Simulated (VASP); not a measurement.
# TiB2 (P6/mmm) in VASP: a series of runs, part 2 of 2

VASP 6.6.1. The steps go on from the part before.

### Step 3. Single point, PBE+D3(BJ)

This run uses another cell than the first one, of 8.29 Å³/atom.

The input, INCAR:

```
SYSTEM = TiB2
PREC = Accurate
ENCUT = 520
EDIFF = 1E-6
ISMEAR = 0
SIGMA = 0.1
LREAL = .FALSE.
LASPH = .TRUE.
NELM = 80
ALGO = Normal
ISIF = 2
LWAVE = .FALSE.
LCHARG = .FALSE.
GGA = PE
IVDW = 12
NBANDS = 16
```

The input, KPOINTS:

```
regular mesh
0
G
  18 18 14
  0 0 0
```

The input, POSCAR:

```
TiB2
1.0
    3.0037282605      0.0000000000      0.0000000000
   -1.5018641303      2.6013049797      0.0000000000
    0.0000000000      0.0000000000      3.1816550709
Ti B
1 2
Direct
    0.0000000000      0.0000000000      0.0000000000
    0.3333333333      0.6666666667      0.5000000000
    0.6666666667      0.3333333333      0.5000000000
```

Potentials or basis: VASP PAW PBE potentials, release 64 (Ti_sv, B).

On the command line:

```sh
$ cat potpaw_PBE.64/Ti_sv/POTCAR potpaw_PBE.64/B/POTCAR > POTCAR
$ mpirun -np 1 vasp_std > vasp.out
```

OUTCAR:

```text
SYSTEM = TiB2
   PREC = Accurate
   ENCUT = 520
   EDIFF = 1E-6
   ISMEAR = 0
   LREAL = .FALSE.
   LASPH = .TRUE.
   NELM = 80
   ISIF = 2
   GGA = PE
   IVDW = 12
 IVDW          = 12

 ion  position               nearest neighbor table
   1  0.000  0.000  0.000-   2 2.35   3 2.35   2 2.35   3 2.35   3 2.35   3 2.35   2 2.35   2 2.35
                             3 2.35   3 2.35   2 2.35   2 2.35
   2  0.333  0.667  0.500-   3 1.73   3 1.73   3 1.73   1 2.35   1 2.35   1 2.35   1 2.35   1 2.35
                             1 2.35
   3  0.667  0.333  0.500-   2 1.73   2 1.73   2 1.73   1 2.35   1 2.35   1 2.35   1 2.35   1 2.35
                             1 2.35

  LATTYP: Found a hexagonal cell.
 ALAT       =     3.0037282605
 C/A-ratio  =     1.0592353219

  Lattice vectors:

 A1 = (   3.0037282605,   0.0000000000,   0.0000000000)
 A2 = (  -1.5018641303,   2.6013049797,   0.0000000000)
 A3 = (   0.0000000000,   0.0000000000,   3.1816550709)

Analysis of symmetry for initial positions (statically):
=====================================================================
 Subroutine PRICEL returns:
 Original cell was already a primitive cell.

 Routine SETGRP: Setting up the symmetry group for a
 hexagonal supercell.

 Subroutine GETGRP returns: Found 24 space group operations
 (whereof 24 operations were pure point group operations)
 out of a pool of 24 trial point group operations.

The static configuration has the point symmetry D_6h.

Analysis of symmetry for dynamics (positions and initial velocities):
=====================================================================
 Subroutine PRICEL returns:
 Original cell was already a primitive cell.

 Routine SETGRP: Setting up the symmetry group for a
 hexagonal supercell.

 Subroutine GETGRP returns: Found 24 space group operations
 (whereof 24 operations were pure point group operations)
 out of a pool of 24 trial point group operations.

The dynamic configuration has the point symmetry D_6h.

 Subroutine INISYM returns: Found 24 space group operations
 (whereof 24 operations are pure point group operations),
 and found     1 'primitive' translations

----------------------------------------------------------------------------------------

                                     Primitive cell

  volume of cell :      24.8602

  direct lattice vectors                    reciprocal lattice vectors
     3.003728260  0.000000000  0.000000000     0.332919596  0.192211219  0.000000000
    -1.501864130  2.601304980  0.000000000     0.000000000  0.384422437  0.000000000
     0.000000000  0.000000000  3.181655071     0.000000000  0.000000000  0.314301826

  length of vectors
     3.003728260  3.003728261  3.181655071     0.384422437  0.384422437  0.314301826

  position of ions in fractional coordinates (direct lattice)
     0.000000000  0.000000000  0.000000000
     0.333333333  0.666666667  0.500000000
     0.666666667  0.333333333  0.500000000

  ion indices of the primitive-cell ions
   primitive index   ion index
                 1           1
                 2           2
                 3           3

----------------------------------------------------------------------------------------

 KPOINTS: regular mesh

Automatic generation of k-mesh.
 Grid dimensions read from file:
 generate k-points for:   18   18   14

[... 22 lines left out ...]
  0.111111  0.000000  0.000000      6.000000
  0.166667  0.000000  0.000000      6.000000
  0.222222  0.000000  0.000000      6.000000
  0.277778  0.000000  0.000000      6.000000
[... 16 lines left out ...]
  0.333333  0.111111  0.000000     12.000000
  0.388889  0.111111  0.000000     12.000000
 [... further k-points ...]
   k-points           NKPTS =    296   k-points in BZ     NKDIM =    296   number of bands    NBANDS=     16
   number of dos      NEDOS =    301   number of ions     NIONS =      3
   total plane-waves  NPLWV =  13824
   dimension x,y,z NGX =    24 NGY =   24 NGZ =   24
   dimension x,y,z NGXF=    48 NGYF=   48 NGZF=   48
   ions per type =               1   2
   NGX,Y,Z   is equivalent  to a cutoff of  13.28, 13.28, 12.54 a.u.
   NGXF,Y,Z  is equivalent  to a cutoff of  26.57, 26.57, 25.08 a.u.
 SYSTEM =  TiB2
   PREC   = accura    normal or accurate (medium, high low for compatibility)
   ISTART =      0    job   : 0-new  1-cont  2-samecut
   ICHARG =      2    charge: 1-file 2-atom 10-const
   ISPIN  =      1    spin polarized calculation?
   LNONCOLLINEAR =      F non collinear calculations
   LSORBIT =      F    spin-orbit coupling
   LASPH  =      T    aspherical Exc in radial PAW
   ENCUT  =  520.0 eV  38.22 Ry    6.18 a.u.   5.58  5.58  5.92*2*pi/ulx,y,z
   NELM   =     80;   NELMIN=  2; NELMDL= -5     # of ELM steps
   EDIFF  = 0.1E-05   stopping-criterion for ELM
   LREAL  =      F    real-space projection
   EDIFFG = 0.1E-04   stopping-criterion for IOM
   NSW    =      0    number of steps for IOM
   IBRION =     -1    ionic relax: 0-MD 1-quasi-New 2-CG
   NFREE  =      0    steps in history (QN), initial steepest desc. (CG)
   ISIF   =      2    stress and relaxation
   ISYM   =      2    0-nonsym 1-usesym 2-fastsym
   POTIM  = 0.5000    time-step for ionic-motion
   TEBEG  =    0.0;   TEEND  =   0.0 temperature during run
   PSTRESS=    0.0 pullay stress
   NELECT =      18.0000    total number of electrons
   NUPDOWN=      -1.0000    fix difference up-down
   EMIN   =  10.00;   EMAX   =-10.00  energy-range for DOS
   EFERMI =   0.00;   METHOD = LEGACY
   ISMEAR =     0;   SIGMA  =   0.10  broadening in eV -4-tet -1-fermi 0-gaus
   EFERMI_NEDOS =   21; number of points for ismear=-14 and -15
   IALGO  =     38    algorithm
   IMIX   =      4    mixing-type and parameters
     AMIX     =   0.40;   BMIX     =  1.00
     AMIX_MAG =   1.60;   BMIX_MAG =  1.00
  volume/ion in A,a.u.               =       8.29        55.92
  Fermi-wavevector in a.u.,A,eV,Ry     =   1.470045  2.777982 29.402634  2.161033
  Thomas-Fermi vector in A             =   2.585349
   LORBIT       =      0    0 simple, 1 ext, 2 COOP (PROOUT), +10 PAW based schemes
   GGA     = PE    functional components
   LHFCALC =     F    Hartree Fock is set to
   AEXX    =    0.0000 exact exchange contribution
   IVDW    =    12    specifies the selected vdW correction
   LEPSILON=     F    determine dielectric tensor
   LRPA    =     F    only Hartree local field effects (RPA)
 non-spin polarized calculation
 Gauss-broadening in eV      SIGMA  =   0.10
  energy-cutoff  :      520.00
  volume of cell :       24.86
 maximum number of plane-waves:       696
 NGX is ok and might be reduce to    24
   NGX = 11   NGY = 11   NGZ = 11

 number of electron      17.9999998 magnetization

 Free energy of the ion-electron system (eV)
  ---------------------------------------------------
  ext. energy  EPLUGINS =         0.00000000
  ---------------------------------------------------
  free energy    TOTEN  =       -24.40823795 eV

  energy without entropy =      -24.40653907  energy(sigma->0) =      -24.40738851

 E-fermi :  10.3952     XC(G=0): -12.9223

 val. band max:       10.3794600204   @ k =   0.0556   0.0556   0.5000
 cond. band min:      10.4104301883   @ k =   0.0556   0.0556   0.2857
 fundamental gap:      0.0309701678
 Fermi energy:        10.3952226736

 k-point     1 :       0.0000    0.0000    0.0000
  band No.  band energies     occupation
      1     -46.5221      2.00000
      2     -22.8778      2.00000
      3     -22.5492      2.00000
      4     -22.5492      2.00000
      5      -3.3262      2.00000
      6       7.6378      2.00000
[... 433 lines left out ...]
      3     -22.8011      2.00000
      4     -22.6816      2.00000
      5       0.2784      2.00000
      6       1.9229      2.00000
[... 8 lines left out ...]
     15      18.5347      0.00000
     16      19.5408      0.00000

 [... further k-points ...]

------------------------ aborting loop because EDIFF is reached ----------------------------------------

 Edisp (eV)   -1.29882

 E8    (eV) :    -0.5380

  FORCE on cell =-STRESS in cart. coord.  units (eV):
  Direction    XX          YY          ZZ          XY          YZ          ZX
  --------------------------------------------------------------------------------------
  -------------------------------------------------------------------------------------
  Total       0.03060     0.03060     0.03808    -0.00000     0.00000    -0.00000
  in kB       1.97180     1.97180     2.45408    -0.00000     0.00000    -0.00000
  external pressure =        2.13 kB  Pullay stress =        0.00 kB

 VOLUME and BASIS-vectors are now :
 -----------------------------------------------------------------------------
  energy-cutoff  :      520.00
  volume of cell :       24.86
      direct lattice vectors                 reciprocal lattice vectors
     3.003728260  0.000000000  0.000000000     0.332919596  0.192211219  0.000000000
    -1.501864130  2.601304980  0.000000000     0.000000000  0.384422437  0.000000000
     0.000000000  0.000000000  3.181655071     0.000000000  0.000000000  0.314301826

 POSITION                                       TOTAL-FORCE (eV/Angst)
 -----------------------------------------------------------------------------------
      0.00000      0.00000      0.00000         0.000000     -0.000000      0.000000
     -0.00000      1.73420      1.59083         0.000000      0.000000     -0.000000
      1.50186      0.86710      1.59083        -0.000000      0.000000      0.000000
 -----------------------------------------------------------------------------------
    total drift:                               -0.000000      0.000000      0.000000

  FREE ENERGIE OF THE ION-ELECTRON SYSTEM (eV)
  ---------------------------------------------------
  free  energy   TOTEN  =       -25.7070564516 eV

  energy  without entropy=      -25.7053575688  energy(sigma->0) =      -25.70620701
```

OSZICAR:

```text
N       E                     dE             d eps       ncg     rms          rms(c)
DAV:   1     0.121580581444E+03    0.12158E+03   -0.90467E+03  9480   0.129E+03
DAV:   2    -0.225817024281E+02   -0.14416E+03   -0.13913E+03 10224   0.342E+02
DAV:   3    -0.294307139080E+02   -0.68490E+01   -0.67847E+01 13792   0.727E+01
DAV:   4    -0.295851672296E+02   -0.15445E+00   -0.15438E+00 11464   0.958E+00
DAV:   5    -0.295886216145E+02   -0.34544E-02   -0.34542E-02 13736   0.123E+00    0.174E+01
DAV:   6    -0.244074811912E+02    0.51811E+01   -0.20066E+01 13608   0.491E+01    0.394E+00
DAV:   7    -0.244044226968E+02    0.30585E-02   -0.99217E-01 10072   0.113E+01    0.353E+00
DAV:   8    -0.244088966235E+02   -0.44739E-02   -0.75907E-02 15472   0.227E+00    0.784E-01
DAV:   9    -0.244086141829E+02    0.28244E-03   -0.27387E-02 11728   0.213E+00    0.241E-01
DAV:  10    -0.244082468732E+02    0.36731E-03   -0.25967E-03 12800   0.630E-01    0.685E-02
DAV:  11    -0.244082502514E+02   -0.33782E-05   -0.31883E-04 12968   0.192E-01    0.651E-02
DAV:  12    -0.244082381479E+02    0.12104E-04   -0.71990E-05 11640   0.107E-01    0.845E-03
DAV:  13    -0.244082379513E+02    0.19662E-06   -0.33780E-06 11272   0.180E-02
   1 F= -.25707056E+02 E0= -.25706207E+02  d E =-.169888E-02
```

stdout:

```text
POSCAR found type information on POSCAR TiB
 POSCAR found :  2 types and       3 ions
 scaLAPACK will be used
 LDA part: xc-table for (Slater+PW92), standard interpolation
 POSCAR, INCAR and KPOINTS ok, starting setup
 FFT: planning ... GRIDC
 FFT: planning ... GRID_SOFT
 FFT: planning ... GRID
 WAVECAR not read
 entering main loop
```

Run time: 52 s. Hardware: 1 thread of Intel Xeon Platinum 8488C (Sapphire Rapids), shared host; peak memory 0.24 GiB.

Results:

```
Free energy                : -25.7071 eV
Pressure                   : 0.2 GPa
Band gap on the k mesh     : zero (bands 9 and 10 overlap by 0.63 eV)
Dispersion energy per atom : -0.433 eV
```

### Step 4. Relaxation of cell and atoms, PBE+D3(BJ)

The input, INCAR:

```
SYSTEM = TiB2
PREC = Accurate
ENCUT = 600
EDIFF = 1E-7
ISMEAR = 0
SIGMA = 0.1
LREAL = .False.
LASPH = .True.
NELM = 80
ALGO = Normal
ISIF = 3
LWAVE = .False.
LCHARG = .False.
GGA = PE
IVDW = 12
IBRION = 2
NSW = 100
EDIFFG = -0.005
```

The input, KPOINTS:

```
Automatic mesh
0
Gamma
  18 18 14
  0 0 0
```

The input, POSCAR:

```
TiB2
1.0
    3.0291982016      0.0000000000      0.0000000000
   -1.5145991008      2.6233625957      0.0000000000
    0.0000000000      0.0000000000      3.2284000000
Ti B
1 2
Direct
    0.0000000000      0.0000000000      0.0000000000
    0.3333333333      0.6666666667      0.5000000000
    0.6666666667      0.3333333333      0.5000000000
```

On the command line:

```sh
$ cat potpaw_PBE.64/Ti_sv/POTCAR potpaw_PBE.64/B/POTCAR > POTCAR
$ mpirun -np 1 vasp_std > vasp.out
```

Wall time 3 min (1 thread of Intel Xeon Platinum 8488C (Sapphire Rapids), shared host); peak memory 0.27 GiB.

It converged, with:

| Item | Value |
| --- | --- |
| Free energy | -25.7097 eV |
| Relaxed volume | 8.29 Å³/atom |
| Relaxed cell | a = 3.004 Å, b = 3.004 Å, c = 3.183 Å, α = 90.00°, β = 90.00°, γ = 120.00° |
| Space group after relaxing (to 0.1 Å) | P6/mmm (No. 191) |
| Energy gained by relaxing | 6.5 meV/atom |
| Ionic steps | 4 |
| Pressure after relaxing | 0.0 GPa |
| Band gap on the k mesh | zero (bands 9 and 10 overlap by 0.63 eV) |
| Dispersion energy per atom | -0.433 eV |

Stress tensor (GPa, compression positive):
```
 0.01  0.00  0.00
 0.00  0.01  0.00
 0.00  0.00 -0.07
```

Step by step:
```csv
step,energy change (eV),largest force (eV/Å),pressure (GPa),volume (Å³)
1,0.0000,0.0000,-7.67,25.66
2,-0.0009,0.0000,8.38,24.17
3,-0.0190,0.0000,0.03,24.89
4,-0.0196,0.0000,-0.02,24.87
```

Final structure:
```xyz
3
Lattice="3.0039 0.0000 0.0000 -1.5019 2.6014 0.0000 0.0000 0.0000 3.1830" Properties=species:S:1:pos:R:3 pbc="T T T"
Ti    0.0000    0.0000    3.1830
B     0.0000    1.7343    1.5915
B     1.5019    0.8671    1.5915
```

Levels at points of the mesh, in eV from the Fermi level:
```tsv
k point	band 7	band 8	band 9	band 10	band 11	band 12
(0.00, 0.00, 0.00)	-2.75	-2.32	-2.22	1.94	1.94	3.79
(0.50, 0.00, 0.00)	-3.38	-3.32	-2.40	1.36	2.80	3.31
(0.00, 0.00, 0.50)	-0.62	-0.62	-0.27	-0.27	0.41	0.41
(0.50, 0.00, 0.50)	-4.83	-3.98	-3.21	2.59	3.00	4.68
```

### Step 5. Summary

```tsv
task	cell	k mesh	cutoff (eV)	gap on the mesh (eV)	pressure (GPa)
single point	a = 3.029, b = 3.029, c = 3.228 Å, angles 90.0, 90.0, 120.0°, 3 atoms	6 × 6 × 6	520	none	-7.3
single point	a = 3.004, b = 3.004, c = 3.182 Å, angles 90.0, 90.0, 120.0°, 3 atoms	18 × 18 × 14	520	none	0.2
relaxation of cell and atoms	relaxed from a = 3.029, b = 3.029, c = 3.228 Å, angles 90.0, 90.0, 120.0°, 3 atoms	18 × 18 × 14	600	none	0.0
```

Alike in all rows: level PBE+D3(BJ); potentials or basis VASP PAW PBE potentials, release 64 (Ti_sv, B); no spin polarisation; smearing gaussian 0.1 eV.

Caveats: some runs use coarse meshes.

Total energies depend on the potentials used, so only differences within one code and one set of settings carry meaning.

The gap in the log of VASP goes by the Fermi energy; the results here count the filled bands.